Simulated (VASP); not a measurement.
Write the native input for VASP 6.6.1 that does the following.

```
Task                   : single point
Functional             : PBEsol
Dispersion             : D3(BJ)
Potentials or basis    : VASP PAW PBE potentials, release 64 (Sb)
Cutoff                 : 400 eV
k mesh                 : 6 × 6 × 1
Occupations            : gaussian, width 0.04 eV
Spin                   : no spin polarisation
Dipole correction      : yes
Further INCAR settings : ALGO = Normal; EDIFF = 1e-06; NBANDS = 24; NELMDL = -8
```

The structure of Sb lies in POSCAR:

```
Sb
1.0
    6.7843801803      0.0000000000      0.0000000000
   -3.3921900901      5.8754455851      0.0000000000
    0.0000000000      0.0000000000     23.1900000000
Sb
6
Direct
    0.6666670000      0.6666670000      0.5970472831
    0.3593105566      1.0013883075      0.5964710019
    1.0237461775      0.3332306872      0.5968895169
    0.3506385566      0.3253335921      0.6719147998
    1.0107103503      0.6684168111      0.6668129959
    0.6913908438      1.0082114256      0.6720993760
```

The input as run:

INCAR

```
SYSTEM = Sb
PREC = Accurate
ENCUT = 400
EDIFF = 1E-6
ISMEAR = 0
SIGMA = 0.04
LREAL = .FALSE.
LASPH = .TRUE.
NELM = 120
ALGO = Normal
ISIF = 2
LWAVE = .FALSE.
LCHARG = .FALSE.
LDIPOL = .TRUE.
IDIPOL = 3
DIPOL = 0.5 0.5 0.634
GGA = PS
IVDW = 12
NBANDS = 24
GGA_COMPAT = .FALSE.
NELMDL = -8
```

KPOINTS

```
regular mesh
0
G
  6 6 1
  0 0 0
```

Potentials or basis: VASP PAW PBE potentials, release 64 (Sb).

Launch:

```sh
$ cat potpaw_PBE.64/Sb/POTCAR > POTCAR
$ mpirun -np 1 vasp_std > vasp.out
```

Results of the run:

```
Largest force              : 0.215 eV/Å
Dispersion energy per atom : -0.210 eV
```

Caveat: the PAW data sets were made with another functional, which shifts forces and pressure a little.

It took 11 min on 1 thread of Oxide Virtual Turin-like Processor (shared host), peak memory 0.75 GiB.
